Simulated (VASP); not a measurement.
# CdSe (k07) (P6_3mc) in VASP: further runs

CdSe (k07) is run at these levels: PBEsol; tasks: single point.

Program: VASP 6.6.1. These are calculated values, not measurements. Logs are shortened: lines on timing, memory, paths and dates and some standing lists are left out, and cuts for length are marked.

## 1. The cell of the first run

Symmetry: P6_3mc, No. 186, hexagonal system. The conventional cell has a = 4.302 Å, b = 4.302 Å, c = 7.022 Å, α = 90.00°, β = 90.00°, γ = 120.00°. Cd (site symmetry 3m) has 4 Se at 2.59 to 2.77 Å within 3.4 Å. Se (site symmetry 3m) has 4 Cd at 2.59 to 2.77 Å within 3.4 Å.

## 2. Single point, PBEsol

File INCAR:

```
PREC = Accurate
ENCUT = 520
EDIFF = 1E-7
ISMEAR = 0
SIGMA = 0.01
LREAL = False
LASPH = True
NELM = 60
ALGO = Normal
ISIF = 2
LWAVE = False
LCHARG = False
GGA = PS
NBANDS = 26
```

File KPOINTS:

```
regular mesh
0
Gamma
  15 15 8
```

File POSCAR:

```
CdSe
1.0
    4.3020798272      0.0000000000      0.0000000000
   -2.1510399136      3.7257104194      0.0000000000
    0.0000000000      0.0000000000      7.0217824360
Cd Se
2 2
Direct
    0.3333333333      0.6666666667     -0.0091796515
    0.6666666667      0.3333333333      0.4908203485
    0.3333333333      0.6666666667      0.3851796515
    0.6666666667      0.3333333333      0.8851796515
```

Potentials or basis: VASP PAW PBE potentials, release 64 (Cd, Se).

On the command line:

```bash
$ cat potpaw_PBE.64/Cd/POTCAR potpaw_PBE.64/Se/POTCAR > POTCAR
$ mpirun -np 1 vasp_std > vasp.out
```

OUTCAR:

```text
PREC = Accurate
   ENCUT = 520
   EDIFF = 1E-7
   ISMEAR = 0
   LREAL = False
   LASPH = True
   NELM = 60
   ISIF = 2
   GGA = PS

 ion  position               nearest neighbor table
   1  0.333  0.667  0.991-   4 2.59   4 2.59   4 2.59   3 2.77
   2  0.667  0.333  0.491-   3 2.59   3 2.59   3 2.59   4 2.77
   3  0.333  0.667  0.385-   2 2.59   2 2.59   2 2.59   1 2.77
   4  0.667  0.333  0.885-   1 2.59   1 2.59   1 2.59   2 2.77

  LATTYP: Found a hexagonal cell.
 ALAT       =     4.3020798272
 C/A-ratio  =     1.6321832039

  Lattice vectors:

 A1 = (   4.3020798272,   0.0000000000,   0.0000000000)
 A2 = (  -2.1510399136,   3.7257104194,   0.0000000000)
 A3 = (   0.0000000000,   0.0000000000,   7.0217824360)

Analysis of symmetry for initial positions (statically):
=====================================================================
 Subroutine PRICEL returns:
 Original cell was already a primitive cell.

 Routine SETGRP: Setting up the symmetry group for a
 hexagonal supercell.

 Subroutine GETGRP returns: Found 12 space group operations
 (whereof  6 operations were pure point group operations)
 out of a pool of 24 trial point group operations.

The static configuration has the point symmetry C_3v.
 The point group associated with its full space group is C_6v.

Analysis of symmetry for dynamics (positions and initial velocities):
=====================================================================
 Subroutine PRICEL returns:
 Original cell was already a primitive cell.

 Routine SETGRP: Setting up the symmetry group for a
 hexagonal supercell.

 Subroutine GETGRP returns: Found 12 space group operations
 (whereof  6 operations were pure point group operations)
 out of a pool of 24 trial point group operations.

The dynamic configuration has the point symmetry C_3v.
 The point group associated with its full space group is C_6v.

 Subroutine INISYM returns: Found 12 space group operations
 (whereof  6 operations are pure point group operations),
 and found     1 'primitive' translations

----------------------------------------------------------------------------------------

                                     Primitive cell

  volume of cell :     112.5473
[... 83 lines left out ...]
 SYSTEM =  unknown system
   PREC   = accura    normal or accurate (medium, high low for compatibility)
   ISTART =      0    job   : 0-new  1-cont  2-samecut
   ICHARG =      2    charge: 1-file 2-atom 10-const
   ISPIN  =      1    spin polarized calculation?
   LNONCOLLINEAR =      F non collinear calculations
   LSORBIT =      F    spin-orbit coupling
   LASPH  =      T    aspherical Exc in radial PAW
   ENCUT  =  520.0 eV  38.22 Ry    6.18 a.u.   8.00  8.00 13.06*2*pi/ulx,y,z
   NELM   =     60;   NELMIN=  2; NELMDL= -5     # of ELM steps
   EDIFF  = 0.1E-06   stopping-criterion for ELM
   LREAL  =      F    real-space projection
   EDIFFG = 0.1E-05   stopping-criterion for IOM
   NSW    =      0    number of steps for IOM
   IBRION =     -1    ionic relax: 0-MD 1-quasi-New 2-CG
   NFREE  =      0    steps in history (QN), initial steepest desc. (CG)
   ISIF   =      2    stress and relaxation
   ISYM   =      2    0-nonsym 1-usesym 2-fastsym
   POTIM  = 0.5000    time-step for ionic-motion
   TEBEG  =    0.0;   TEEND  =   0.0 temperature during run
   PSTRESS=    0.0 pullay stress
   NELECT =      36.0000    total number of electrons
   NUPDOWN=      -1.0000    fix difference up-down
   EMIN   =  10.00;   EMAX   =-10.00  energy-range for DOS
   EFERMI =   0.00;   METHOD = LEGACY
   ISMEAR =     0;   SIGMA  =   0.01  broadening in eV -4-tet -1-fermi 0-gaus
   EFERMI_NEDOS =   21; number of points for ismear=-14 and -15
   IALGO  =     38    algorithm
   IMIX   =      4    mixing-type and parameters
     AMIX     =   0.40;   BMIX     =  1.00
     AMIX_MAG =   1.60;   BMIX_MAG =  1.00
  volume/ion in A,a.u.               =      28.14       189.88
  Fermi-wavevector in a.u.,A,eV,Ry     =   1.119603  2.115743 17.055048  1.253511
  Thomas-Fermi vector in A             =   2.256243
   LORBIT       =      0    0 simple, 1 ext, 2 COOP (PROOUT), +10 PAW based schemes
   GGA     = PS    functional components
   LHFCALC =     F    Hartree Fock is set to
   AEXX    =    0.0000 exact exchange contribution
   IVDW    =     0    specifies the selected vdW correction
   LEPSILON=     F    determine dielectric tensor
   LRPA    =     F    only Hartree local field effects (RPA)
 non-spin polarized calculation
 Gauss-broadening in eV      SIGMA  =   0.01
  energy-cutoff  :      520.00
  volume of cell :      112.55
 maximum number of plane-waves:      3056
 NGX is ok and might be reduce to    32
   NGX = 15   NGY = 15   NGZ = 27

 number of electron      35.9999998 magnetization

 Free energy of the ion-electron system (eV)
  ---------------------------------------------------
  ext. energy  EPLUGINS =         0.00000000
  ---------------------------------------------------
  free energy    TOTEN  =       -12.28424828 eV

  energy without entropy =      -12.28424828  energy(sigma->0) =      -12.28424828

 E-fermi :   0.8286     XC(G=0):  -9.0863

 val. band max:        0.7909188503   @ k =   0.0000   0.0000   0.0000
 cond. band min:       1.4000422261   @ k =   0.0000   0.0000   0.0000
 fundamental gap:      0.6091233758
 Fermi energy:         0.8286187349

 k-point     1 :       0.0000    0.0000    0.0000
  band No.  band energies     occupation
      1     -11.8349      2.00000
      2     -11.4733      2.00000
      3      -7.1507      2.00000
      4      -7.1507      2.00000
      5      -7.1060      2.00000
      6      -7.1060      2.00000
[... 685 lines left out ...]
     25       9.0714      0.00000
     26       9.5114      0.00000

 [... further k-points ...]
[... 5 lines left out ...]
  --------------------------------------------------------------------------------------
  -------------------------------------------------------------------------------------
  Total        1.2614985      1.2614985     -1.1136962      0.0000000      0.0000000      0.0000000
  in kB       17.9581829     17.9581829    -15.8541293      0.0000000      0.0000000      0.0000000
  external PRESSURE =       6.6874122 kB  Pullay stress =       0.0000000 kB

 VOLUME and BASIS-vectors are now :
 -----------------------------------------------------------------------------
  energy-cutoff  :      520.00
  volume of cell :      112.55
      direct lattice vectors                 reciprocal lattice vectors
     4.302079827  0.000000000  0.000000000     0.232445710  0.134202593  0.000000000
    -2.151039914  3.725710419  0.000000000     0.000000000  0.268405187  0.000000000
     0.000000000  0.000000000  7.021782436     0.000000000  0.000000000  0.142413982

 POSITION                                       TOTAL-FORCE (eV/Angst)
 -----------------------------------------------------------------------------------
     -0.00000      2.48381      6.95732        -0.000000      0.000000      0.471526
      2.15104      1.24190      3.44643         0.000000      0.000000      0.471526
     -0.00000      2.48381      2.70465        -0.000000     -0.000000     -0.471526
      2.15104      1.24190      6.21554         0.000000     -0.000000     -0.471526
 -----------------------------------------------------------------------------------
    total drift:                               -0.000000     -0.000000      0.000131

  FREE ENERGIE OF THE ION-ELECTRON SYSTEM (eV)
  ---------------------------------------------------
  free  energy   TOTEN  =       -12.2842482828 eV

  energy  without entropy=      -12.2842482828  energy(sigma->0) =      -12.28424828
```

OSZICAR:

```text
N       E                     dE             d eps       ncg     rms          rms(c)
DAV:   1     0.240377896592E+03    0.24038E+03   -0.17070E+04  7020   0.125E+03
DAV:   2    -0.170472431152E+00   -0.24055E+03   -0.23251E+03  7616   0.309E+02
DAV:   3    -0.129447922819E+02   -0.12774E+02   -0.12702E+02  8464   0.710E+01
DAV:   4    -0.130528261657E+02   -0.10803E+00   -0.10793E+00  7786   0.612E+00
DAV:   5    -0.130534605586E+02   -0.63439E-03   -0.63436E-03  8086   0.456E-01    0.858E+00
DAV:   6    -0.123255160730E+02    0.72794E+00   -0.13421E+00  9048   0.122E+01    0.682E+00
DAV:   7    -0.122882268873E+02    0.37289E-01   -0.48565E-01  7358   0.364E+00    0.283E+00
DAV:   8    -0.122846766596E+02    0.35502E-02   -0.54056E-02  7296   0.240E+00    0.362E-01
DAV:   9    -0.122841516475E+02    0.52501E-03   -0.72335E-03  7818   0.101E+00    0.108E-01
DAV:  10    -0.122841916003E+02   -0.39953E-04   -0.69609E-04  7444   0.281E-01    0.608E-02
DAV:  11    -0.122842584625E+02   -0.66862E-04   -0.18480E-04  7306   0.926E-02    0.286E-02
DAV:  12    -0.122842462946E+02    0.12168E-04   -0.51195E-05  7716   0.798E-02    0.929E-03
DAV:  13    -0.122842491761E+02   -0.28815E-05   -0.12481E-05  7284   0.152E-02    0.946E-03
DAV:  14    -0.122842482052E+02    0.97090E-06   -0.21301E-06  7570   0.113E-02    0.362E-03
DAV:  15    -0.122842482828E+02   -0.77559E-07   -0.26115E-07  7576   0.293E-03
   1 F= -.12284248E+02 E0= -.12284248E+02  d E =-.210774E-11
```

stdout:

```text
POSCAR found type information on POSCAR CdSe
 POSCAR found :  2 types and       4 ions
 scaLAPACK will be used
 -----------------------------------------------------------------------------
|                                                                             |
|                                                                             |
|     You enforced a specific xc type in the INCAR file but a different       |
|     I HOPE YOU KNOW WHAT YOU ARE DOING!                                     |
|                                                                             |
 -----------------------------------------------------------------------------

 LDA part: xc-table for (Slater+PW92), standard interpolation
 POSCAR, INCAR and KPOINTS ok, starting setup
 FFT: planning ... GRIDC
 FFT: planning ... GRID_SOFT
 FFT: planning ... GRID
 WAVECAR not read
 entering main loop
```

Run time: 8.4 min. Hardware: 1 thread of Oxide Virtual Turin-like, shared host; peak memory 0.44 GiB.

What came out:

| Property | Result |
| --- | --- |
| Free energy | -12.2842 eV |
| Pressure | 0.7 GPa |
| Largest force | 0.472 eV/Å |
| Band gap on the k mesh | 0.61 eV, direct |

Forces on the atoms (eV/Å):
```
Cd   0.000  0.000  0.472
Cd   0.000  0.000  0.472
Se   0.000  0.000 -0.472
Se   0.000  0.000 -0.472
```

Caveat: the PAW data sets were made with another functional, which shifts forces and pressure a little.

## 3. Single point, PBEsol

File INCAR:

```
SYSTEM = CdSe
PREC     = Accurate       ! precision mode
ENCUT    = 520            ! plane-wave cutoff, eV
EDIFF    = 1E-6           ! SCF threshold, eV
ISMEAR   = 0              ! smearing method
SIGMA    = 0.01           ! smearing width, eV
LREAL    = .FALSE.        ! projectors in reciprocal space
LASPH    = .TRUE.         ! aspherical terms in the spheres
NELM     = 100            ! most SCF steps
ALGO     = Normal         ! electronic algorithm
ISIF     = 2              ! what is computed and relaxed
LWAVE    = .FALSE.        ! write WAVECAR
LCHARG   = .FALSE.        ! write CHGCAR
GGA      = PS             ! functional
NBANDS   = 26             ! bands
```

File KPOINTS:

```
Automatic mesh
0
G
  15 15 8
  0 0 0
```

File POSCAR:

```
CdSe
1.0
    4.3020798272      0.0000000000      0.0000000000
   -2.1510399136      3.7257104194      0.0000000000
    0.0000000000      0.0000000000      7.0217824360
Cd Se
2 2
Direct
    0.3333333333      0.6666666667     -0.0185008894
    0.6666666667      0.3333333333      0.4814991106
    0.3333333333      0.6666666667      0.3945008894
    0.6666666667      0.3333333333      0.8945008894
```

Potentials or basis: VASP PAW PBE potentials, release 64 (Cd, Se).

On the command line:

```bash
$ cat potpaw_PBE.64/Cd/POTCAR potpaw_PBE.64/Se/POTCAR > POTCAR
$ mpirun -np 1 vasp_std > vasp.out
```

OUTCAR:

```text
SYSTEM = CdSe
   PREC = Accurate
   ENCUT = 520
   EDIFF = 1E-6
   ISMEAR = 0
   LREAL = .FALSE.
   LASPH = .TRUE.
   NELM = 100
   ISIF = 2
   GGA = PS

 ion  position               nearest neighbor table
   1  0.333  0.667  0.981-   4 2.56   4 2.56   4 2.56   3 2.90
   2  0.667  0.333  0.481-   3 2.56   3 2.56   3 2.56   4 2.90
   3  0.333  0.667  0.395-   2 2.56   2 2.56   2 2.56   1 2.90
   4  0.667  0.333  0.895-   1 2.56   1 2.56   1 2.56   2 2.90

  LATTYP: Found a hexagonal cell.
 ALAT       =     4.3020798272
 C/A-ratio  =     1.6321832039

[... 889 lines left out ...]

 [... further k-points ...]
[... 5 lines left out ...]
  --------------------------------------------------------------------------------------
  -------------------------------------------------------------------------------------
  Total        2.3003954      2.3003954     -1.6779922     -0.0000000     -0.0000000      0.0000000
  in kB       32.7474989     32.7474989    -23.8872196     -0.0000000     -0.0000000      0.0000000
  external PRESSURE =      13.8692594 kB  Pullay stress =       0.0000000 kB

 VOLUME and BASIS-vectors are now :
 -----------------------------------------------------------------------------
  energy-cutoff  :      520.00
  volume of cell :      112.55
      direct lattice vectors                 reciprocal lattice vectors
     4.302079827  0.000000000  0.000000000     0.232445710  0.134202593  0.000000000
    -2.151039914  3.725710419  0.000000000     0.000000000  0.268405187  0.000000000
     0.000000000  0.000000000  7.021782436     0.000000000  0.000000000  0.142413982

 POSITION                                       TOTAL-FORCE (eV/Angst)
 -----------------------------------------------------------------------------------
     -0.00000      2.48381      6.89187        -0.000000     -0.000000      0.699127
      2.15104      1.24190      3.38098         0.000000      0.000000      0.699127
     -0.00000      2.48381      2.77010        -0.000000      0.000000     -0.699127
      2.15104      1.24190      6.28099         0.000000      0.000000     -0.699127
 -----------------------------------------------------------------------------------
    total drift:                               -0.000000      0.000000     -0.000018

  FREE ENERGIE OF THE ION-ELECTRON SYSTEM (eV)
  ---------------------------------------------------
  free  energy   TOTEN  =       -12.1266305826 eV

  energy  without entropy=      -12.1266305826  energy(sigma->0) =      -12.12663058
```

OSZICAR:

```text
N       E                     dE             d eps       ncg     rms          rms(c)
DAV:   1     0.240774329358E+03    0.24077E+03   -0.17077E+04  7020   0.125E+03
DAV:   2    -0.319225722819E-01   -0.24081E+03   -0.23277E+03  7590   0.309E+02
DAV:   3    -0.128160151487E+02   -0.12784E+02   -0.12712E+02  8418   0.711E+01
DAV:   4    -0.129235384978E+02   -0.10752E+00   -0.10743E+00  7698   0.612E+00
DAV:   5    -0.129241742708E+02   -0.63577E-03   -0.63573E-03  8052   0.458E-01    0.890E+00
DAV:   6    -0.121701920907E+02    0.75398E+00   -0.13855E+00  9082   0.126E+01    0.700E+00
DAV:   7    -0.121309252935E+02    0.39267E-01   -0.52401E-01  7314   0.379E+00    0.285E+00
DAV:   8    -0.121270832600E+02    0.38420E-02   -0.60573E-02  7304   0.256E+00    0.384E-01
DAV:   9    -0.121265377661E+02    0.54549E-03   -0.80262E-03  7768   0.107E+00    0.117E-01
DAV:  10    -0.121265682400E+02   -0.30474E-04   -0.77606E-04  7462   0.301E-01    0.619E-02
DAV:  11    -0.121266406712E+02   -0.72431E-04   -0.19793E-04  7388   0.981E-02    0.285E-02
DAV:  12    -0.121266283947E+02    0.12277E-04   -0.57883E-05  7848   0.863E-02    0.956E-03
DAV:  13    -0.121266312411E+02   -0.28465E-05   -0.11017E-05  7298   0.156E-02    0.838E-03
DAV:  14    -0.121266305826E+02    0.65856E-06   -0.12062E-06  5350   0.815E-03
   1 F= -.12126631E+02 E0= -.12126631E+02  d E =-.121198E-47
```

Wall time 8.5 min (1 thread of Oxide Virtual Turin-like, shared host); peak memory 0.44 GiB.

What came out:

- Free energy: -12.1266 eV
- Pressure: 1.4 GPa
- Largest force: 0.699 eV/Å
- Band gap on the k mesh: 0.69 eV, indirect (least direct gap 0.69 eV)

Forces on the atoms (eV/Å):
```
Cd   0.000  0.000  0.699
Cd   0.000  0.000  0.699
Se   0.000  0.000 -0.699
Se   0.000  0.000 -0.699
```

Levels at points of the mesh, in eV from the valence-band top:
```csv
k point,band 15,band 16,band 17,band 18,band 19,band 20,band 21,band 22
"(0.00, 0.00, 0.00)",-0.63,-0.03,-0.03,-0.01,0.69,1.74,5.81,5.81
"(0.00, 0.00, 0.50)",-0.34,-0.34,-0.34,-0.34,2.09,2.09,5.72,5.72
```

Caveat: the PAW data sets were made with another functional, which shifts forces and pressure a little. A k mesh can miss the band edges.
